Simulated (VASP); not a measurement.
# MgO (lda) (Fm-3m) in VASP: relaxation of cell and atoms with LDA

Aim: the relaxation of cell and atoms of MgO (lda) with LDA.

Program: VASP 6.6.1. These are calculated values, not measurements. Logs are shortened: lines on timing, memory, paths and dates and some standing lists are left out, and cuts for length are marked.

## Step 1: The cell of the first run

The structure is cubic, space group Fm-3m (No. 225). The conventional cell has a = 4.217 Å, b = 4.217 Å, c = 4.217 Å, α = 90.00°, β = 90.00°, γ = 90.00°. Mg (site symmetry m-3m) has 6 O at 2.11 Å within 2.8 Å. Within 2.8 Å of O (site symmetry m-3m) lie 6 Mg at 2.11 Å.

## Step 2: Relaxation of cell and atoms, LDA

Input file INCAR:

```
PREC     = Accurate       # precision mode
ENCUT    = 600            # plane-wave cutoff, eV
EDIFF    = 1E-7           # SCF threshold, eV
ISMEAR   = 0              # smearing method
SIGMA    = 0.02           # smearing width, eV
LREAL    = F              # projectors in reciprocal space
LASPH    = T              # aspherical terms in the spheres
NELM     = 100            # most SCF steps
ALGO     = Normal         # electronic algorithm
ISIF     = 3              # what is computed and relaxed
LWAVE    = F              # write WAVECAR
LCHARG   = F              # write CHGCAR
IBRION   = 2              # ionic algorithm
NSW      = 100            # ionic steps
EDIFFG   = -0.002         # ionic threshold
```

Input file KPOINTS:

```
Automatic mesh
0
Gamma
  10 10 10
```

Input file POSCAR:

```
MgO
1.0
    0.0000000000      2.1085000000      2.1085000000
    2.1085000000      0.0000000000      2.1085000000
    2.1085000000      2.1085000000      0.0000000000
Mg O
1 1
Direct
    0.0000000000      0.0000000000      0.0000000000
    0.5000000000      0.5000000000      0.5000000000
```

Potentials or basis: VASP PAW LDA potentials, release 64 (Mg, O).

The run is started by

```console
> cat potpaw_LDA.64/Mg/POTCAR potpaw_LDA.64/O/POTCAR > POTCAR
> mpirun -np 1 vasp_std > vasp.out
```

OUTCAR:

```text
PREC = Accurate
   ENCUT = 600
   EDIFF = 1E-7
   ISMEAR = 0
   LREAL = F
   LASPH = T
   NELM = 100
   ISIF = 3
   IBRION = 2
   NSW = 100
   EDIFFG = -0.002

 ion  position               nearest neighbor table
   1  0.000  0.000  0.000-   2 2.11   2 2.11   2 2.11   2 2.11   2 2.11   2 2.11
   2  0.500  0.500  0.500-   1 2.11   1 2.11   1 2.11   1 2.11   1 2.11   1 2.11

  LATTYP: Found a face centered cubic cell.
 ALAT       =     4.2170000000

  Lattice vectors:

 A1 = (   0.0000000000,   2.1085000000,   2.1085000000)
 A2 = (   2.1085000000,   0.0000000000,   2.1085000000)
 A3 = (   2.1085000000,   2.1085000000,   0.0000000000)

Analysis of symmetry for initial positions (statically):
=====================================================================
 Subroutine PRICEL returns:
 Original cell was already a primitive cell.

 Routine SETGRP: Setting up the symmetry group for a
 face centered cubic supercell.

 Subroutine GETGRP returns: Found 48 space group operations
 (whereof 48 operations were pure point group operations)
 out of a pool of 48 trial point group operations.

The static configuration has the point symmetry O_h .

Analysis of symmetry for dynamics (positions and initial velocities):
=====================================================================
 Subroutine PRICEL returns:
 Original cell was already a primitive cell.

 Routine SETGRP: Setting up the symmetry group for a
 face centered cubic supercell.

 Subroutine GETGRP returns: Found 48 space group operations
 (whereof 48 operations were pure point group operations)
 out of a pool of 48 trial point group operations.

The dynamic configuration has the point symmetry O_h .

 Subroutine INISYM returns: Found 48 space group operations
 (whereof 48 operations are pure point group operations),
 and found     1 'primitive' translations

----------------------------------------------------------------------------------------

                                     Primitive cell

  volume of cell :      18.7478

  direct lattice vectors                    reciprocal lattice vectors
     0.000000000  2.108500000  2.108500000    -0.237135404  0.237135404  0.237135404
     2.108500000  0.000000000  2.108500000     0.237135404 -0.237135404  0.237135404
     2.108500000  2.108500000  0.000000000     0.237135404  0.237135404 -0.237135404

  length of vectors
     2.981869296  2.981869296  2.981869296     0.410730569  0.410730569  0.410730569

  position of ions in fractional coordinates (direct lattice)
     0.000000000  0.000000000  0.000000000
     0.500000000  0.500000000  0.500000000

  ion indices of the primitive-cell ions
   primitive index   ion index
                 1           1
                 2           2

----------------------------------------------------------------------------------------

 KPOINTS: Automatic mesh

Automatic generation of k-mesh.
 Grid dimensions read from file:
 generate k-points for:   10   10   10

 Generating k-lattice:

  Cartesian coordinates                     Fractional coordinates (reciprocal lattice)
    -0.023713540  0.023713540  0.023713540     0.100000000  0.000000000  0.000000000
     0.023713540 -0.023713540  0.023713540     0.000000000  0.100000000  0.000000000
     0.023713540  0.023713540 -0.023713540     0.000000000  0.000000000  0.100000000

  Length of vectors
     0.041073057  0.041073057  0.041073057

  Shift w.r.t. Gamma in fractional coordinates (k-lattice)
     0.000000000  0.000000000  0.000000000

 Subroutine IBZKPT returns following result:
 ===========================================

 Found     47 irreducible k-points:

 Following reciprocal coordinates:
            Coordinates               Weight
  0.000000  0.000000  0.000000      1.000000
  0.100000  0.000000  0.000000      8.000000
  0.200000  0.000000  0.000000      8.000000
  0.300000  0.000000  0.000000      8.000000
  0.400000  0.000000  0.000000      8.000000
  0.500000  0.000000  0.000000      4.000000
[... 16 lines left out ...]
  0.300000  0.300000  0.000000      6.000000
  0.400000  0.300000  0.000000     24.000000
 [... further k-points ...]
   k-points           NKPTS =     47   k-points in BZ     NKDIM =     47   number of bands    NBANDS=      8
   number of dos      NEDOS =    301   number of ions     NIONS =      2
   total plane-waves  NPLWV =  13824
   dimension x,y,z NGX =    24 NGY =   24 NGZ =   24
   dimension x,y,z NGXF=    48 NGYF=   48 NGZF=   48
   ions per type =               1   1
   NGX,Y,Z   is equivalent  to a cutoff of  13.38, 13.38, 13.38 a.u.
   NGXF,Y,Z  is equivalent  to a cutoff of  26.76, 26.76, 26.76 a.u.
 SYSTEM =  unknown system
   PREC   = accura    normal or accurate (medium, high low for compatibility)
   ISTART =      0    job   : 0-new  1-cont  2-samecut
   ICHARG =      2    charge: 1-file 2-atom 10-const
   ISPIN  =      1    spin polarized calculation?
   LNONCOLLINEAR =      F non collinear calculations
   LSORBIT =      F    spin-orbit coupling
   LASPH  =      T    aspherical Exc in radial PAW
   ENCUT  =  600.0 eV  44.10 Ry    6.64 a.u.   5.96  5.96  5.96*2*pi/ulx,y,z
   NELM   =    100;   NELMIN=  2; NELMDL= -5     # of ELM steps
   EDIFF  = 0.1E-06   stopping-criterion for ELM
   LREAL  =      F    real-space projection
   EDIFFG = -.2E-02   stopping-criterion for IOM
   NSW    =    100    number of steps for IOM
   IBRION =      2    ionic relax: 0-MD 1-quasi-New 2-CG
   NFREE  =      1    steps in history (QN), initial steepest desc. (CG)
   ISIF   =      3    stress and relaxation
   ISYM   =      2    0-nonsym 1-usesym 2-fastsym
   POTIM  = 0.5000    time-step for ionic-motion
   TEBEG  =    0.0;   TEEND  =   0.0 temperature during run
   PSTRESS=    0.0 pullay stress
   NELECT =       8.0000    total number of electrons
   NUPDOWN=      -1.0000    fix difference up-down
   EMIN   =  10.00;   EMAX   =-10.00  energy-range for DOS
   EFERMI =   0.00;   METHOD = LEGACY
   ISMEAR =     0;   SIGMA  =   0.02  broadening in eV -4-tet -1-fermi 0-gaus
   EFERMI_NEDOS =   21; number of points for ismear=-14 and -15
   IALGO  =     38    algorithm
   IMIX   =      4    mixing-type and parameters
     AMIX     =   0.40;   BMIX     =  1.00
     AMIX_MAG =   1.60;   BMIX_MAG =  1.00
  volume/ion in A,a.u.               =       9.37        63.26
  Fermi-wavevector in a.u.,A,eV,Ry     =   1.232503  2.329092 20.668107  1.519063
  Thomas-Fermi vector in A             =   2.367270
   LORBIT       =      0    0 simple, 1 ext, 2 COOP (PROOUT), +10 PAW based schemes
   GGA     = CA    functional components
   LHFCALC =     F    Hartree Fock is set to
   AEXX    =    0.0000 exact exchange contribution
   IVDW    =     0    specifies the selected vdW correction
   LEPSILON=     F    determine dielectric tensor
   LRPA    =     F    only Hartree local field effects (RPA)
 conjugate gradient relaxation of ions
 non-spin polarized calculation
 Gauss-broadening in eV      SIGMA  =   0.02
  energy-cutoff  :      600.00
  volume of cell :       18.75
 maximum number of plane-waves:       636
   NGX = 11   NGY = 11   NGZ = 11

--------------------------------------- Ionic step        1  -------------------------------------------

 number of electron       8.0000005 magnetization

 Free energy of the ion-electron system (eV)
  ---------------------------------------------------
  ext. energy  EPLUGINS =         0.00000000
  ---------------------------------------------------
  free energy    TOTEN  =       -13.42485489 eV

  energy without entropy =      -13.42485489  energy(sigma->0) =      -13.42485489

------------------------ aborting loop because EDIFF is reached ----------------------------------------

  FORCE on cell =-STRESS in cart. coord.  units (eV):
  Direction    XX          YY          ZZ          XY          YZ          ZX
  --------------------------------------------------------------------------------------
  -------------------------------------------------------------------------------------
  Total       -0.9925728     -0.9925728     -0.9925728     -0.0000000     -0.0000000     -0.0000000
  in kB      -84.8246655    -84.8246655    -84.8246655     -0.0000000     -0.0000000     -0.0000000
  external PRESSURE =     -84.8246655 kB  Pullay stress =       0.0000000 kB
[... 57 lines left out ...]
  energy  without entropy=      -13.4475930808  energy(sigma->0) =      -13.44759308

--------------------------------------- Ionic step        3  -------------------------------------------

 number of electron       7.9999999 magnetization

 Free energy of the ion-electron system (eV)
  ---------------------------------------------------
  ext. energy  EPLUGINS =         0.00000000
  ---------------------------------------------------
  free energy    TOTEN  =       -13.45157918 eV

  energy without entropy =      -13.45157918  energy(sigma->0) =      -13.45157918

 E-fermi :   3.3992     XC(G=0): -11.8319

 val. band max:        3.2625296817   @ k =   0.0000   0.0000   0.0000
 cond. band min:       8.4172496877   @ k =   0.0000   0.0000   0.0000
 fundamental gap:      5.1547200060
 Fermi energy:         3.3992065985

 k-point     1 :       0.0000    0.0000    0.0000
  band No.  band energies     occupation
      1     -14.0047      2.00000
      2       3.2625      2.00000
      3       3.2625      2.00000
      4       3.2625      2.00000
      5       8.4172      0.00000
      6      19.0584      0.00000
      7      19.0584      0.00000
      8      19.0584      0.00000
[... 243 lines left out ...]
 k-point    24 :       0.4000    0.3000    0.0000
  band No.  band energies     occupation
      1     -12.5859      2.00000
      2      -0.5313      2.00000
      3       1.8588      2.00000
      4       2.0965      2.00000
      5      13.0437      0.00000
      6      13.4754      0.00000
      7      17.1148      0.00000
      8      21.7728      0.00000

 [... further k-points ...]
[... 5 lines left out ...]
  --------------------------------------------------------------------------------------
  -------------------------------------------------------------------------------------
  Total        0.0014364      0.0014364      0.0014364      0.0000000      0.0000000      0.0000000
  in kB        0.1294198      0.1294198      0.1294198      0.0000000      0.0000000      0.0000000
  external PRESSURE =       0.1294198 kB  Pullay stress =       0.0000000 kB
[... 17 lines left out ...]
  FREE ENERGIE OF THE ION-ELECTRON SYSTEM (eV)
  ---------------------------------------------------
  free  energy   TOTEN  =       -13.4515791819 eV

  energy  without entropy=      -13.4515791819  energy(sigma->0) =      -13.45157918

 reached required accuracy - stopping structural energy minimisation
```

It took 13 s on 1 thread of Intel Xeon 8259CL, shared host; peak memory 0.14 GiB.

What came out:

| Quantity | Value |
| --- | --- |
| Free energy | -13.4516 eV |
| Relaxed volume | 8.89 Å³/atom |
| Relaxed cell | a = 2.930 Å, b = 2.930 Å, c = 2.930 Å, α = 60.00°, β = 60.00°, γ = 60.00° |
| Space group after relaxing (to 0.05 Å) | Fm-3m (No. 225) |
| Energy gained by relaxing | 13.4 meV/atom |
| Ionic steps | 3 |
| Pressure after relaxing | 0.0 GPa |
| Band gap on the k mesh | 5.15 eV, direct |

The path:
| step | energy change (eV) | largest force (eV/Å) | pressure (GPa) | volume (Å³) |
| --- | --- | --- | --- | --- |
| 1 | 0.0000 | 0.0000 | -8.48 | 18.75 |
| 2 | -0.0227 | 0.0000 | 3.71 | 17.43 |
| 3 | -0.0267 | 0.0000 | 0.01 | 17.78 |

Final structure:
```xyz
2
Lattice="0.0000 2.0717 2.0717 2.0717 0.0000 2.0717 2.0717 2.0717 0.0000" Properties=species:S:1:pos:R:3 pbc="T T T"
Mg    0.0000    0.0000    0.0000
O     2.0717    2.0717    2.0717
```

As with any semilocal functional, this LDA gap is likely too small. Zero-point motion and thermal expansion aren't in these numbers.
